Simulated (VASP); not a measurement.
# ZnCd2O3 (P-3m1) in VASP: notebook

Runs on ZnCd2O3. Level: PBE. Tasks: single point.

All numbers are computed with VASP 6.6.1; they aren't measurements. Logs are shortened: lines on timing, memory, paths and dates and some standing lists are left out, and cuts for length are marked.

### 1 The cell of the first run

The structure is trigonal, space group P-3m1 (No. 164). Conventional cell: a = 3.259 Å, b = 3.259 Å, c = 8.067 Å, α = 90.00°, β = 90.00°, γ = 120.00°. Within 2.9 Å of Zn (site symmetry -3m) lie 6 O at 2.21 Å. Within 3.5 Å of Cd (site symmetry 3m) lie 6 O at 2.36 to 2.37 Å and 3 Zn at 3.22 Å and 9 Cd at 3.26 to 3.41 Å. O (site symmetry 3m) has 3 Zn at 2.21 Å and 3 Cd at 2.37 Å and 3 O at 2.99 Å within 3.0 Å. O (site symmetry -3m) has 6 Cd at 2.36 Å within 3.1 Å.

### 2 Single point, PBE

Contents of INCAR:

```
PREC = Accurate
ENCUT = 520
EDIFF = 1E-6
ISMEAR = 0
SIGMA = 0.1
LREAL = F
LASPH = T
NELM = 100
ALGO = Normal
ISIF = 2
LWAVE = F
LCHARG = F
GGA = PE
NBANDS = 36
```

Contents of KPOINTS:

```
Automatic mesh
0
Gamma
  6 6 2
```

Contents of POSCAR:

```
ZnCd2O3
1.0
    3.2586238000      0.0000000000      0.0000000000
   -1.6293119000      2.8220510000      0.0000000000
    0.0000000000      0.0000000000      8.0669856000
Zn Cd O
1 2 3
Direct
    0.0000000000      0.0000000000      0.0000000000
    0.3333333000      0.6666667000      0.6762590000
    0.6666667000      0.3333333000      0.3237410000
    0.6666667000      0.3333333000      0.8557030000
    0.0000000000      0.0000000000      0.5000000000
    0.3333333000      0.6666667000      0.1442970000
```

Potentials or basis: VASP PAW PBE potentials, release 64 (Zn, Cd, O).

Command:

```bash
> cat potpaw_PBE.64/Zn/POTCAR potpaw_PBE.64/Cd/POTCAR potpaw_PBE.64/O/POTCAR > POTCAR
> mpirun -np 1 vasp_std > vasp.out
```

OUTCAR:

```text
PREC = Accurate
   ENCUT = 520
   EDIFF = 1E-6
   ISMEAR = 0
   LREAL = F
   LASPH = T
   NELM = 100
   ISIF = 2
   GGA = PE

 ion  position               nearest neighbor table
   1  0.000  0.000  0.000-   4 2.21   6 2.21   4 2.21   6 2.21   4 2.21   6 2.21   2 3.22   3 3.22
                             2 3.22   3 3.22   3 3.22   2 3.22
   2  0.333  0.667  0.676-   5 2.36   5 2.36   5 2.36   4 2.37   4 2.37   4 2.37   1 3.22   1 3.22
                             1 3.22   3 3.41   3 3.41   3 3.41
   3  0.667  0.333  0.324-   5 2.36   5 2.36   5 2.36   6 2.37   6 2.37   6 2.37   1 3.22   1 3.22
                             1 3.22   2 3.41   2 3.41   2 3.41
   4  0.667  0.333  0.856-   1 2.21   1 2.21   1 2.21   2 2.37   2 2.37   2 2.37
   5  0.000  0.000  0.500-   2 2.36   3 2.36   3 2.36   2 2.36   3 2.36   2 2.36
   6  0.333  0.667  0.144-   1 2.21   1 2.21   1 2.21   3 2.37   3 2.37   3 2.37

  LATTYP: Found a hexagonal cell.
 ALAT       =     3.2586238000
 C/A-ratio  =     2.4755805196

  Lattice vectors:

 A1 = (   3.2586238000,   0.0000000000,   0.0000000000)
 A2 = (  -1.6293119000,   2.8220510000,   0.0000000000)
 A3 = (   0.0000000000,   0.0000000000,   8.0669856000)

Analysis of symmetry for initial positions (statically):
=====================================================================
 Subroutine PRICEL returns:
 Original cell was already a primitive cell.

 Routine SETGRP: Setting up the symmetry group for a
 hexagonal supercell.

 Subroutine GETGRP returns: Found 12 space group operations
 (whereof 12 operations were pure point group operations)
 out of a pool of 24 trial point group operations.

The static configuration has the point symmetry D_3d.

Analysis of symmetry for dynamics (positions and initial velocities):
=====================================================================
 Subroutine PRICEL returns:
 Original cell was already a primitive cell.

 Routine SETGRP: Setting up the symmetry group for a
 hexagonal supercell.

 Subroutine GETGRP returns: Found 12 space group operations
 (whereof 12 operations were pure point group operations)
 out of a pool of 24 trial point group operations.

The dynamic configuration has the point symmetry D_3d.

 Subroutine INISYM returns: Found 12 space group operations
 (whereof 12 operations are pure point group operations),
 and found     1 'primitive' translations

----------------------------------------------------------------------------------------

                                     Primitive cell

  volume of cell :      74.1840

  direct lattice vectors                    reciprocal lattice vectors
     3.258623800  0.000000000  0.000000000     0.306878014  0.177176103  0.000000000
    -1.629311900  2.822051000  0.000000000     0.000000000  0.354352207  0.000000000
     0.000000000  0.000000000  8.066985600     0.000000000  0.000000000  0.123962041

  length of vectors
     3.258623800  3.258623807  8.066985600     0.354352208  0.354352207  0.123962041

  position of ions in fractional coordinates (direct lattice)
     0.000000000  0.000000000  0.000000000
     0.333333300  0.666666700  0.676259000
     0.666666700  0.333333300  0.323741000
     0.666666700  0.333333300  0.855703000
     0.000000000  0.000000000  0.500000000
     0.333333300  0.666666700  0.144297000

  ion indices of the primitive-cell ions
   primitive index   ion index
                 1           1
                 2           2
                 3           3
                 4           4
                 5           5
                 6           6

----------------------------------------------------------------------------------------

 KPOINTS: Automatic mesh

Automatic generation of k-mesh.
 Grid dimensions read from file:
 generate k-points for:    6    6    2

 Generating k-lattice:

  Cartesian coordinates                     Fractional coordinates (reciprocal lattice)
     0.051146336  0.029529351  0.000000000     0.166666667  0.000000000  0.000000000
     0.000000000  0.059058701  0.000000000     0.000000000  0.166666667  0.000000000
     0.000000000  0.000000000  0.061981021     0.000000000  0.000000000  0.500000000

  Length of vectors
     0.059058701  0.059058701  0.061981021

  Shift w.r.t. Gamma in fractional coordinates (k-lattice)
     0.000000000  0.000000000  0.000000000

 Subroutine IBZKPT returns following result:
 ===========================================

 Found     14 irreducible k-points:

 Following reciprocal coordinates:
            Coordinates               Weight
  0.000000  0.000000  0.000000      1.000000
  0.166667  0.000000  0.000000      6.000000
  0.333333  0.000000  0.000000      6.000000
  0.500000  0.000000  0.000000      3.000000
  0.166667  0.166667  0.000000      6.000000
  0.333333  0.166667  0.000000     12.000000
  0.333333  0.333333  0.000000      2.000000
  0.000000  0.000000  0.500000      1.000000
  0.166667  0.000000  0.500000      6.000000
  0.333333  0.000000  0.500000      6.000000
  0.500000  0.000000  0.500000      3.000000
  0.166667  0.166667  0.500000      6.000000
  0.333333  0.166667  0.500000     12.000000
  0.333333  0.333333  0.500000      2.000000
   k-points           NKPTS =     14   k-points in BZ     NKDIM =     14   number of bands    NBANDS=     36
   number of dos      NEDOS =    301   number of ions     NIONS =      6
   total plane-waves  NPLWV =  34560
   dimension x,y,z NGX =    24 NGY =   24 NGZ =   60
   dimension x,y,z NGXF=    48 NGYF=   48 NGZF=  120
   ions per type =               1   2   3
   NGX,Y,Z   is equivalent  to a cutoff of  12.24, 12.24, 12.36 a.u.
   NGXF,Y,Z  is equivalent  to a cutoff of  24.49, 24.49, 24.73 a.u.
 SYSTEM =  unknown system
   PREC   = accura    normal or accurate (medium, high low for compatibility)
   ISTART =      0    job   : 0-new  1-cont  2-samecut
   ICHARG =      2    charge: 1-file 2-atom 10-const
   ISPIN  =      1    spin polarized calculation?
   LNONCOLLINEAR =      F non collinear calculations
   LSORBIT =      F    spin-orbit coupling
   LASPH  =      T    aspherical Exc in radial PAW
   ENCUT  =  520.0 eV  38.22 Ry    6.18 a.u.   6.06  6.06 15.00*2*pi/ulx,y,z
   NELM   =    100;   NELMIN=  2; NELMDL= -5     # of ELM steps
   EDIFF  = 0.1E-05   stopping-criterion for ELM
   LREAL  =      F    real-space projection
[... 7 lines left out ...]
   TEBEG  =    0.0;   TEEND  =   0.0 temperature during run
   PSTRESS=    0.0 pullay stress
   NELECT =      54.0000    total number of electrons
   NUPDOWN=      -1.0000    fix difference up-down
   EMIN   =  10.00;   EMAX   =-10.00  energy-range for DOS
   EFERMI =   0.00;   METHOD = LEGACY
   ISMEAR =     0;   SIGMA  =   0.10  broadening in eV -4-tet -1-fermi 0-gaus
   EFERMI_NEDOS =   21; number of points for ismear=-14 and -15
   IALGO  =     38    algorithm
   IMIX   =      4    mixing-type and parameters
     AMIX     =   0.40;   BMIX     =  1.00
     AMIX_MAG =   1.60;   BMIX_MAG =  1.00
  volume/ion in A,a.u.               =      12.36        83.44
  Fermi-wavevector in a.u.,A,eV,Ry     =   1.472660  2.782925 29.507347  2.168729
  Thomas-Fermi vector in A             =   2.587648
   LORBIT       =      0    0 simple, 1 ext, 2 COOP (PROOUT), +10 PAW based schemes
   GGA     = PE    functional components
   LHFCALC =     F    Hartree Fock is set to
   AEXX    =    0.0000 exact exchange contribution
   IVDW    =     0    specifies the selected vdW correction
   LEPSILON=     F    determine dielectric tensor
   LRPA    =     F    only Hartree local field effects (RPA)
 non-spin polarized calculation
 Gauss-broadening in eV      SIGMA  =   0.10
  energy-cutoff  :      520.00
  volume of cell :       74.18
 maximum number of plane-waves:      2040
   NGX = 13   NGY = 13   NGZ = 29

 number of electron      54.0000059 magnetization

 Free energy of the ion-electron system (eV)
  ---------------------------------------------------
  ext. energy  EPLUGINS =         0.00000000
  ---------------------------------------------------
  free energy    TOTEN  =       -23.88749040 eV

  energy without entropy =      -23.88400741  energy(sigma->0) =      -23.88574891

 E-fermi :   1.9647     XC(G=0): -11.6693

 val. band max:        1.8898903597   @ k =   0.5000   0.0000   0.5000
 cond. band min:       3.5060333081   @ k =   0.1667   0.0000   0.0000
 fundamental gap:      1.6161429483
 Fermi energy:         1.9646759166

 k-point     1 :       0.0000    0.0000    0.0000
  band No.  band energies     occupation
      1     -15.5446      2.00000
      2     -15.0002      2.00000
      3     -14.7526      2.00000
      4      -5.4879      2.00000
      5      -5.2323      2.00000
      6      -5.2323      2.00000
[... 28 lines left out ...]
     35      15.3637      0.00000
     36      15.3637      0.00000

 k-point     2 :       0.1667    0.0000    0.0000
  band No.  band energies     occupation
      1     -15.3660      2.00000
      2     -14.9383      2.00000
      3     -14.6958      2.00000
      4      -5.3852      2.00000
      5      -5.2378      2.00000
      6      -5.1134      2.00000
[... 28 lines left out ...]
     35      14.6496      0.00000
     36      14.7681      0.00000

 k-point     3 :       0.3333    0.0000    0.0000
  band No.  band energies     occupation
      1     -14.9659      2.00000
      2     -14.8158      2.00000
      3     -14.5932      2.00000
      4      -5.4965      2.00000
      5      -5.2624      2.00000
      6      -5.2324      2.00000
[... 28 lines left out ...]
     35      12.8025      0.00000
     36      14.0794      0.00000
[... 352 lines left out ...]
 k-point    13 :       0.3333    0.1667    0.5000
  band No.  band energies     occupation
      1     -14.7687      2.00000
      2     -14.7059      2.00000
      3     -14.5742      2.00000
      4      -5.4287      2.00000
      5      -5.2544      2.00000
      6      -5.2076      2.00000
[... 28 lines left out ...]
     35      11.9935      0.00000
     36      12.8925      0.00000

 k-point    14 :       0.3333    0.3333    0.5000
  band No.  band energies     occupation
      1     -14.6938      2.00000
      2     -14.5954      2.00000
      3     -14.5954      2.00000
      4      -5.2181      2.00000
      5      -5.1856      2.00000
      6      -5.1856      2.00000
[... 28 lines left out ...]
     35      12.2710      0.00000
     36      12.2710      0.00000

------------------------ aborting loop because EDIFF is reached ----------------------------------------

  FORCE on cell =-STRESS in cart. coord.  units (eV):
  Direction    XX          YY          ZZ          XY          YZ          ZX
  --------------------------------------------------------------------------------------
  -------------------------------------------------------------------------------------
  Total        0.5671673      0.5671673      0.6223964      0.0000000     -0.0000000     -0.0000000
  in kB       12.2493030     12.2493031     13.4421052      0.0000000     -0.0000000     -0.0000000
  external PRESSURE =      12.6469038 kB  Pullay stress =       0.0000000 kB

 VOLUME and BASIS-vectors are now :
 -----------------------------------------------------------------------------
  energy-cutoff  :      520.00
  volume of cell :       74.18
      direct lattice vectors                 reciprocal lattice vectors
     3.258623800  0.000000000  0.000000000     0.306878014  0.177176103  0.000000000
    -1.629311900  2.822051000  0.000000000     0.000000000  0.354352207  0.000000000
     0.000000000  0.000000000  8.066985600     0.000000000  0.000000000  0.123962041

 POSITION                                       TOTAL-FORCE (eV/Angst)
 -----------------------------------------------------------------------------------
      0.00000      0.00000      0.00000        -0.000000      0.000000      0.000000
     -0.00000      1.88137      5.45537        -0.000000     -0.000000     -0.001893
      1.62931      0.94068      2.61161        -0.000000      0.000000      0.001893
      1.62931      0.94068      6.90294         0.000000      0.000000      0.053768
      0.00000      0.00000      4.03349        -0.000000      0.000000      0.000000
     -0.00000      1.88137      1.16404         0.000000      0.000000     -0.053768
 -----------------------------------------------------------------------------------
    total drift:                               -0.000000      0.000000      0.000000

  FREE ENERGIE OF THE ION-ELECTRON SYSTEM (eV)
  ---------------------------------------------------
  free  energy   TOTEN  =       -23.8874903958 eV

  energy  without entropy=      -23.8840074145  energy(sigma->0) =      -23.88574891
```

It took 18 s on 1 thread of Intel Xeon 6975P-C (Granite Rapids), shared host; peak memory 0.19 GiB.

Results:

| Property | Result |
| --- | --- |
| Free energy | -23.8875 eV |
| Pressure | 1.3 GPa |
| Largest force | 0.054 eV/Å |
| Band gap on the k mesh | zero (bands 27 and 28 overlap by 0.26 eV) |

Forces in eV/Å, atoms in the order of the input:
```
Zn   0.000  0.000  0.000
Cd   0.000  0.000 -0.002
Cd   0.000  0.000  0.002
O    0.000  0.000  0.054
O    0.000  0.000  0.000
O    0.000  0.000 -0.054
```

Stress tensor (GPa, compression positive):
```
1.22 0.00 0.00
0.00 1.22 0.00
0.00 0.00 1.34
```

Levels at points of the mesh, in eV from the Fermi level:
| k point | band 23 | band 24 | band 25 | band 26 | band 27 | band 28 | band 29 | band 30 | band 31 | band 32 |
| --- | --- | --- | --- | --- | --- | --- | --- | --- | --- | --- |
| (0.00, 0.00, 0.00) | -1.25 | -0.41 | -0.41 | -0.36 | -0.36 | -0.34 | 3.66 | 3.77 | 8.12 | 9.27 |
| (0.50, 0.00, 0.00) | -2.31 | -1.10 | -1.00 | -0.73 | -0.50 | 3.71 | 5.18 | 5.66 | 7.02 | 7.21 |
| (0.00, 0.00, 0.50) | -0.96 | -0.93 | -0.93 | -0.12 | -0.12 | 1.57 | 1.69 | 4.67 | 7.22 | 11.83 |
| (0.50, 0.00, 0.50) | -2.18 | -1.90 | -1.54 | -0.08 | -0.07 | 4.40 | 4.61 | 4.74 | 7.31 | 7.85 |

Caveat: the k points lie up to 0.39 Å⁻¹ apart; semilocal functionals underestimate gaps, so a narrow gap can read as zero.

(Part 1 of 2 ends here.)
